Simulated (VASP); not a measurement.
# Bi (Fd-3m) in VASP: further runs

The runs below take Bi through single point, with r2SCAN.

Program: VASP 6.6.1. These are calculated values, not measurements. Logs are shortened: lines on timing, memory, paths and dates and some standing lists are left out, and cuts for length are marked.

## Step 1: The cell of the first run

Symmetry: Fd-3m, No. 227, cubic system. The conventional cell has a = 7.172 Å, b = 7.172 Å, c = 7.172 Å, α = 90.00°, β = 90.00°, γ = 90.00°. Bi (site symmetry -43m) has 4 Bi at 3.11 Å within 4.1 Å.

This isn't the form of Bi at room conditions, which is rhombohedral.

## Step 2: Single point, r2SCAN

The input, POSCAR:

```
Bi
1.0
    0.0000000000      3.5860868532      3.5860868532
    3.5860868532      0.0000000000      3.5860868532
    3.5860868532      3.5860868532      0.0000000000
Bi
2
Direct
    0.0000000000      0.0000000000      0.0000000000
    0.2500000000      0.2500000000      0.2500000000
```

The input, INCAR.step1:

```
ALGO     = Normal         # electronic algorithm
EDIFF    = 1E-4           # SCF threshold, eV
ENCUT    = 520            # plane-wave cutoff, eV
GGA      = PE             # functional
ISMEAR   = -1             # smearing method
LASPH    = T              # aspherical terms in the spheres
LCHARG   = F              # write CHGCAR
LREAL    = F              # projectors in reciprocal space
LWAVE    = T              # write WAVECAR
NBANDS   = 22             # bands
NELM     = 60             # most SCF steps
PREC     = Accurate       # precision mode
SIGMA    = 0.1            # smearing width, eV
```

The input, INCAR.step2:

```
ALGO     = Normal         # electronic algorithm
EDIFF    = 1E-6           # SCF threshold, eV
ENCUT    = 520            # plane-wave cutoff, eV
ISIF     = 2              # what is computed and relaxed
ISMEAR   = -1             # smearing method
ISTART   = 1            
LASPH    = T              # aspherical terms in the spheres
LCHARG   = F              # write CHGCAR
LMIXTAU  = T            
LREAL    = F              # projectors in reciprocal space
LWAVE    = F              # write WAVECAR
METAGGA  = R2SCAN         # meta-GGA
NBANDS   = 22             # bands
NELM     = 60             # most SCF steps
PREC     = Accurate       # precision mode
SIGMA    = 0.1            # smearing width, eV
```

The input, KPOINTS:

```
k-points
0
Gamma
  8 8 8
```

Potentials or basis: VASP PAW PBE potentials, release 64 (Bi_d).

Command:

```bash
cat potpaw_PBE.64/Bi_d/POTCAR > POTCAR
cp INCAR.step1 INCAR
mpirun -np 1 vasp_std > vasp.out
cp INCAR.step2 INCAR
mpirun -np 1 vasp_std > vasp.out
```

OUTCAR:

```text
EDIFF = 1E-6
   ENCUT = 520
   ISIF = 2
   ISMEAR = -1
   ISTART = 1
   LASPH = T
   LREAL = F
   METAGGA = R2SCAN
   NELM = 60
   PREC = Accurate

 ion  position               nearest neighbor table
   1  0.000  0.000  0.000-   2 3.11   2 3.11   2 3.11   2 3.11
   2  0.250  0.250  0.250-   1 3.11   1 3.11   1 3.11   1 3.11

  LATTYP: Found a face centered cubic cell.
 ALAT       =     7.1721737064

  Lattice vectors:

 A1 = (   0.0000000000,   3.5860868532,   3.5860868532)
 A2 = (   3.5860868532,   0.0000000000,   3.5860868532)
 A3 = (   3.5860868532,   3.5860868532,   0.0000000000)

Analysis of symmetry for initial positions (statically):
=====================================================================
 Subroutine PRICEL returns:
 Original cell was already a primitive cell.

 Routine SETGRP: Setting up the symmetry group for a
 face centered cubic supercell.

 Subroutine GETGRP returns: Found 48 space group operations
 (whereof 24 operations were pure point group operations)
 out of a pool of 48 trial point group operations.

The static configuration has the point symmetry T_d .
 The point group associated with its full space group is O_h .

Analysis of symmetry for dynamics (positions and initial velocities):
=====================================================================
 Subroutine PRICEL returns:
 Original cell was already a primitive cell.

 Routine SETGRP: Setting up the symmetry group for a
 face centered cubic supercell.

 Subroutine GETGRP returns: Found 48 space group operations
 (whereof 24 operations were pure point group operations)
 out of a pool of 48 trial point group operations.

The dynamic configuration has the point symmetry T_d .
 The point group associated with its full space group is O_h .

 Subroutine INISYM returns: Found 48 space group operations
 (whereof 24 operations are pure point group operations),
 and found     1 'primitive' translations

----------------------------------------------------------------------------------------

                                     Primitive cell

  volume of cell :      92.2343

  direct lattice vectors                    reciprocal lattice vectors
     0.000000000  3.586086853  3.586086853    -0.139427744  0.139427744  0.139427744
     3.586086853  0.000000000  3.586086853     0.139427744 -0.139427744  0.139427744
     3.586086853  3.586086853  0.000000000     0.139427744  0.139427744 -0.139427744

  length of vectors
     5.071492664  5.071492664  5.071492664     0.241495937  0.241495937  0.241495937

  position of ions in fractional coordinates (direct lattice)
     0.000000000  0.000000000  0.000000000
     0.250000000  0.250000000  0.250000000

  ion indices of the primitive-cell ions
   primitive index   ion index
                 1           1
                 2           2

----------------------------------------------------------------------------------------

 KPOINTS: k-points

Automatic generation of k-mesh.
 Grid dimensions read from file:
 generate k-points for:    8    8    8

 Generating k-lattice:

  Cartesian coordinates                     Fractional coordinates (reciprocal lattice)
    -0.017428468  0.017428468  0.017428468     0.125000000  0.000000000  0.000000000
     0.017428468 -0.017428468  0.017428468     0.000000000  0.125000000  0.000000000
     0.017428468  0.017428468 -0.017428468     0.000000000  0.000000000  0.125000000

  Length of vectors
     0.030186992  0.030186992  0.030186992

  Shift w.r.t. Gamma in fractional coordinates (k-lattice)
     0.000000000  0.000000000  0.000000000

 Subroutine IBZKPT returns following result:
 ===========================================

 Found     29 irreducible k-points:

 Following reciprocal coordinates:
            Coordinates               Weight
  0.000000  0.000000  0.000000      1.000000
  0.125000  0.000000  0.000000      8.000000
  0.250000  0.000000  0.000000      8.000000
  0.375000  0.000000  0.000000      8.000000
  0.500000  0.000000  0.000000      4.000000
  0.125000  0.125000  0.000000      6.000000
[... 16 lines left out ...]
  0.500000  0.250000  0.125000     48.000000
 -0.375000  0.250000  0.125000     24.000000
 [... further k-points ...]
   k-points           NKPTS =     29   k-points in BZ     NKDIM =     29   number of bands    NBANDS=     22
   number of dos      NEDOS =    301   number of ions     NIONS =      2
   total plane-waves  NPLWV =  64000
   dimension x,y,z NGX =    40 NGY =   40 NGZ =   40
   dimension x,y,z NGXF=    80 NGYF=   80 NGZF=   80
   ions per type =               2
   NGX,Y,Z   is equivalent  to a cutoff of  13.11, 13.11, 13.11 a.u.
   NGXF,Y,Z  is equivalent  to a cutoff of  26.22, 26.22, 26.22 a.u.
 SYSTEM =  unknown system
   PREC   = accura    normal or accurate (medium, high low for compatibility)
   ISTART =      1    job   : 0-new  1-cont  2-samecut
   ICHARG =      0    charge: 1-file 2-atom 10-const
   ISPIN  =      1    spin polarized calculation?
   LNONCOLLINEAR =      F non collinear calculations
   LSORBIT =      F    spin-orbit coupling
   LASPH  =      T    aspherical Exc in radial PAW
   ENCUT  =  520.0 eV  38.22 Ry    6.18 a.u.   9.43  9.43  9.43*2*pi/ulx,y,z
   NELM   =     60;   NELMIN=  2; NELMDL=  0     # of ELM steps
   EDIFF  = 0.1E-05   stopping-criterion for ELM
   LREAL  =      F    real-space projection
   EDIFFG = 0.1E-04   stopping-criterion for IOM
   NSW    =      0    number of steps for IOM
   IBRION =     -1    ionic relax: 0-MD 1-quasi-New 2-CG
   NFREE  =      0    steps in history (QN), initial steepest desc. (CG)
   ISIF   =      2    stress and relaxation
   ISYM   =      2    0-nonsym 1-usesym 2-fastsym
   POTIM  = 0.5000    time-step for ionic-motion
   TEBEG  =    0.0;   TEEND  =   0.0 temperature during run
   PSTRESS=    0.0 pullay stress
   NELECT =      30.0000    total number of electrons
   NUPDOWN=      -1.0000    fix difference up-down
   EMIN   =  10.00;   EMAX   =-10.00  energy-range for DOS
   EFERMI =   0.00;   METHOD = LEGACY
   ISMEAR =    -1;   SIGMA  =   0.10  broadening in eV -4-tet -1-fermi 0-gaus
   EFERMI_NEDOS =   21; number of points for ismear=-14 and -15
   IALGO  =     38    algorithm
   IMIX   =      4    mixing-type and parameters
     AMIX     =   0.40;   BMIX     =  1.00
     AMIX_MAG =   1.60;   BMIX_MAG =  1.00
  volume/ion in A,a.u.               =      46.12       311.21
  Fermi-wavevector in a.u.,A,eV,Ry     =   1.125860  2.127567 17.246215  1.267561
  Thomas-Fermi vector in A             =   2.262539
   LORBIT       =      0    0 simple, 1 ext, 2 COOP (PROOUT), +10 PAW based schemes
   METAGGA = R2SCAN    functional components
   LHFCALC =     F    Hartree Fock is set to
   AEXX    =    0.0000 exact exchange contribution
   IVDW    =     0    specifies the selected vdW correction
   LEPSILON=     F    determine dielectric tensor
   LRPA    =     F    only Hartree local field effects (RPA)
 non-spin polarized calculation
  energy-cutoff  :      520.00
  volume of cell :       92.23
 maximum number of plane-waves:      2509
 NGX is ok and might be reduce to    40
   NGX = 19   NGY = 19   NGZ = 19

 number of electron      30.0000004 magnetization

 Free energy of the ion-electron system (eV)
  ---------------------------------------------------
  ext. energy  EPLUGINS =         0.00000000
  ---------------------------------------------------
  free energy    TOTEN  =      -116.51702226 eV

  energy without entropy =     -116.47823578  energy(sigma->0) =     -116.49762902

 E-fermi :   3.8602     XC(G=0):  -8.6766

 val. band max:        3.7530183455   @ k =   0.2500   0.2500   0.0000
 cond. band min:       3.9233098193   @ k =  -0.3750   0.5000   0.1250
 fundamental gap:      0.1702914738
 Fermi energy:         3.8601512418

 k-point     1 :       0.0000    0.0000    0.0000
  band No.  band energies     occupation
      1     -19.7031      2.00000
      2     -19.7031      2.00000
      3     -19.7031      2.00000
      4     -19.6529      2.00000
      5     -19.6529      2.00000
      6     -19.4491      2.00000
[... 14 lines left out ...]
     21      11.2410      0.00000
     22      11.6315      0.00000

 k-point     2 :       0.1250    0.0000    0.0000
  band No.  band energies     occupation
      1     -19.7096      2.00000
      2     -19.7096      2.00000
      3     -19.7003      2.00000
      4     -19.6440      2.00000
      5     -19.6440      2.00000
      6     -19.4639      2.00000
[... 14 lines left out ...]
     21      10.5742      0.00000
     22      11.1536      0.00000

 k-point     3 :       0.2500    0.0000    0.0000
  band No.  band energies     occupation
      1     -19.7196      2.00000
      2     -19.7196      2.00000
      3     -19.6932      2.00000
      4     -19.6280      2.00000
      5     -19.6280      2.00000
      6     -19.4800      2.00000
[... 14 lines left out ...]
     21      10.3244      0.00000
     22      11.0357      0.00000

 k-point     4 :       0.3750    0.0000    0.0000
  band No.  band energies     occupation
      1     -19.7261      2.00000
      2     -19.7261      2.00000
      3     -19.6856      2.00000
      4     -19.6163      2.00000
      5     -19.6163      2.00000
      6     -19.4901      2.00000
[... 14 lines left out ...]
     21      10.7540      0.00000
     22      11.3498      0.00000

 k-point     5 :       0.5000    0.0000    0.0000
  band No.  band energies     occupation
      1     -19.7282      2.00000
      2     -19.7282      2.00000
      3     -19.6823      2.00000
      4     -19.6123      2.00000
      5     -19.6123      2.00000
      6     -19.4934      2.00000
[... 417 lines left out ...]
 k-point    22 :       0.3750    0.2500    0.1250
  band No.  band energies     occupation
      1     -19.7298      2.00000
      2     -19.7289      2.00000
      3     -19.6817      2.00000
      4     -19.6200      2.00000
      5     -19.5973      2.00000
      6     -19.5227      2.00000
[... 14 lines left out ...]
     21      11.1165      0.00000
     22      12.7984      0.00000

 k-point    23 :       0.5000    0.2500    0.1250
  band No.  band energies     occupation
      1     -19.7425      2.00000
      2     -19.7346      2.00000
      3     -19.6598      2.00000
      4     -19.6052      2.00000
      5     -19.5843      2.00000
      6     -19.5335      2.00000
[... 14 lines left out ...]
     21      11.3824      0.00000
     22      12.1642      0.00000

 k-point    24 :      -0.3750    0.2500    0.1250
  band No.  band energies     occupation
      1     -19.7474      2.00000
      2     -19.7365      2.00000
      3     -19.6493      2.00000
      4     -19.5944      2.00000
      5     -19.5846      2.00000
      6     -19.5311      2.00000
[... 14 lines left out ...]
     21      11.4497      0.00000
     22      11.7769      0.00000

 [... further k-points ...]

------------------------ aborting loop because EDIFF is reached ----------------------------------------

  FORCE on cell =-STRESS in cart. coord.  units (eV):
  Direction    XX          YY          ZZ          XY          YZ          ZX
  --------------------------------------------------------------------------------------
  -------------------------------------------------------------------------------------
  Total        0.5104076      0.5104076      0.5104076     -0.0000000      0.0000000     -0.0000000
  in kB        8.8661542      8.8661542      8.8661542     -0.0000000      0.0000000     -0.0000000
  external PRESSURE =       8.8661542 kB  Pullay stress =       0.0000000 kB

 VOLUME and BASIS-vectors are now :
 -----------------------------------------------------------------------------
  energy-cutoff  :      520.00
  volume of cell :       92.23
      direct lattice vectors                 reciprocal lattice vectors
     0.000000000  3.586086853  3.586086853    -0.139427744  0.139427744  0.139427744
     3.586086853  0.000000000  3.586086853     0.139427744 -0.139427744  0.139427744
     3.586086853  3.586086853  0.000000000     0.139427744  0.139427744 -0.139427744

 POSITION                                       TOTAL-FORCE (eV/Angst)
 -----------------------------------------------------------------------------------
      0.00000      0.00000      0.00000        -0.000000      0.000000      0.000000
      1.79304      1.79304      1.79304         0.000000     -0.000000     -0.000000
 -----------------------------------------------------------------------------------
    total drift:                               -0.000000     -0.000000      0.000000

  FREE ENERGIE OF THE ION-ELECTRON SYSTEM (eV)
  ---------------------------------------------------
  free  energy   TOTEN  =      -116.5170222619 eV

  energy  without entropy=     -116.4782357807  energy(sigma->0) =     -116.49762902
```

It took 3.1 min on 1 thread of Intel Xeon Platinum 8259CL at 2.50GHz (Skylake/Cascade Lake), shared host; peak memory 0.26 GiB.

Results:

| Property | Result |
| --- | --- |
| Free energy | -116.5170 eV |
| Pressure | 0.9 GPa |
| Band gap on the k mesh | zero (bands 15 and 16 overlap by 1.12 eV) |

Caveat: the PAW data sets were made with another functional, which shifts forces and pressure a little; spin-orbit coupling is left out, which moves the levels of the heavy elements.

## Step 3: Single point, r2SCAN

This run uses another cell than the first one, of 47.57 Å³/atom.

The input, POSCAR:

```
Bi
1.0
    0.0000000000      3.6234446132      3.6234446132
    3.6234446132      0.0000000000      3.6234446132
    3.6234446132      3.6234446132      0.0000000000
Bi
2
Direct
    0.0000000000      0.0000000000      0.0000000000
    0.2500000000      0.2500000000      0.2500000000
```

The input, INCAR.step1:

```
PREC = Accurate ; ENCUT = 520
ISMEAR = -1 ; SIGMA = 0.1
LREAL = False ; LASPH = True
NELM = 60 ; NBANDS = 22
GGA = PE ; ALGO = Normal
EDIFF = 1E-4 ; LWAVE = True
LCHARG = False
```

The input, INCAR.step2:

```
PREC = Accurate ; ENCUT = 520
EDIFF = 1E-7 ; ISMEAR = -1
SIGMA = 0.1 ; LREAL = False
LASPH = True ; NELM = 60
ALGO = Normal ; ISIF = 2
LWAVE = False ; LCHARG = False
METAGGA = R2SCAN ; LMIXTAU = True
NBANDS = 22 ; ISTART = 1
```

The input, KPOINTS:

```
regular mesh
0
Gamma
  8 8 8
```

Potentials or basis: VASP PAW PBE potentials, release 64 (Bi_d).

Command:

```bash
cat potpaw_PBE.64/Bi_d/POTCAR > POTCAR
cp INCAR.step1 INCAR
mpirun -np 1 vasp_std > vasp.out
cp INCAR.step2 INCAR
mpirun -np 1 vasp_std > vasp.out
```

Wall time 3.3 min (1 thread of Intel Xeon Platinum 8259CL at 2.50GHz (Skylake/Cascade Lake), shared host); peak memory 0.27 GiB.

The run converged. Its results:

| Item | Value |
| --- | --- |
| Free energy | -116.5244 eV |
| Pressure | -0.2 GPa |
| Band gap on the k mesh | zero (bands 15 and 16 overlap by 1.04 eV) |

Levels at points of the mesh, in eV from the Fermi level:
```tsv
k point	band 11	band 12	band 13	band 14	band 15	band 16	band 17	band 18	band 19	band 20
(0.00, 0.00, 0.00)	-13.06	-7.99	-1.46	-1.46	-1.46	0.90	0.90	0.90	3.55	7.34
(0.50, 0.00, 0.00)	-12.10	-9.87	-2.47	-2.28	-2.28	2.00	2.00	4.04	5.37	6.55
(0.50, 0.50, 0.00)	-11.07	-11.07	-3.14	-3.14	-0.40	-0.40	4.53	4.53	6.31	6.31
```

Caveat: the PAW data sets were made with another functional, which shifts forces and pressure a little; spin-orbit coupling is left out, which moves the levels of the heavy elements.

## Step 4: Single point, r2SCAN

This run uses another cell than the first one, of 47.57 Å³/atom.

POSCAR is that of step 3.

The input, INCAR.step1:

```
SYSTEM = Bi
PREC = Accurate
ENCUT = 520
ISMEAR = -1
SIGMA = 0.1
LREAL = .FALSE.
LASPH = .TRUE.
NELM = 80
NBANDS = 22
GGA = PE
ALGO = Normal
EDIFF = 1E-4
LWAVE = .TRUE.
LCHARG = .FALSE.
```

The input, INCAR.step2:

```
SYSTEM = Bi
PREC = Accurate
ENCUT = 520
EDIFF = 1E-7
ISMEAR = -1
SIGMA = 0.1
LREAL = .FALSE.
LASPH = .TRUE.
NELM = 80
ALGO = Normal
ISIF = 2
LWAVE = .FALSE.
LCHARG = .FALSE.
METAGGA = R2SCAN
LMIXTAU = .TRUE.
NBANDS = 22
ISTART = 1
```

The input, KPOINTS:

```
regular mesh
0
G
  8 8 8
  0 0 0
```

Command:

```bash
cat potpaw_PBE.64/Bi_d/POTCAR > POTCAR
cp INCAR.step1 INCAR
mpirun -np 1 vasp_std > vasp.out
cp INCAR.step2 INCAR
mpirun -np 1 vasp_std > vasp.out
```

Run time: 3.3 min. Hardware: 1 thread of Intel Xeon Platinum 8259CL at 2.50GHz (Skylake/Cascade Lake), shared host; peak memory 0.26 GiB.

Results (log left out):

- Free energy: -116.5244 eV
- Pressure: -0.2 GPa
- Band gap on the k mesh: zero (bands 15 and 16 overlap by 1.04 eV)

Levels at points of the mesh, in eV from the Fermi level:
| k point | band 12 | band 13 | band 14 | band 15 | band 16 | band 17 | band 18 | band 19 |
| --- | --- | --- | --- | --- | --- | --- | --- | --- |
| (0.00, 0.00, 0.00) | -7.99 | -1.46 | -1.46 | -1.46 | 0.90 | 0.90 | 0.90 | 3.55 |
| (0.50, 0.00, 0.00) | -9.87 | -2.47 | -2.28 | -2.28 | 2.00 | 2.00 | 4.04 | 5.37 |
| (0.50, 0.50, 0.00) | -11.07 | -3.14 | -3.14 | -0.40 | -0.40 | 4.53 | 4.53 | 6.31 |

Caveat: the PAW data sets were made with another functional, which shifts forces and pressure a little; spin-orbit coupling is left out, which moves the levels of the heavy elements.
